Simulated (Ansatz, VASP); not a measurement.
One calculation of LiF, two programs

```
CELL_PARAMETERS angstrom
0.00000 2.04171 2.04171
2.04171 0.00000 2.04171
2.04171 2.04171 0.00000
ATOMIC_POSITIONS crystal
Li 0.00000 0.00000 0.00000
F 0.50000 0.50000 0.50000
```

Alike in both runs: task single point; functional LDA; k mesh 10 × 10 × 10; occupations gaussian, width 0.02 eV; no spin polarisation.

|  | VASP | Ansatz |
| --- | --- | --- |
| version | VASP 6.6.1 | Ansatz 0.2.0 |
| potentials or method | VASP PAW LDA potentials, release 64 (Li_sv, F), cutoff 520 eV | scalar-relativistic, plane waves, PAW |
| valence electrons in the cell | 10 | 10 |

```csv
,VASP,Ansatz,Ansatz less VASP
gap on the k mesh at the Fermi level (eV),8.48,8.48,+0.008
least direct gap on the mesh (eV),8.48,8.48,+0.008
```

Ansatz warns that its potentials were made for another functional, while VASP's fit it. LDA's correlation is that of Perdew and Zunger in VASP and of Perdew and Wang (1992) in Ansatz.

Noted on VASP's run: the cutoff is under 1.25 times that of the potentials, so the pressure is a little rough.
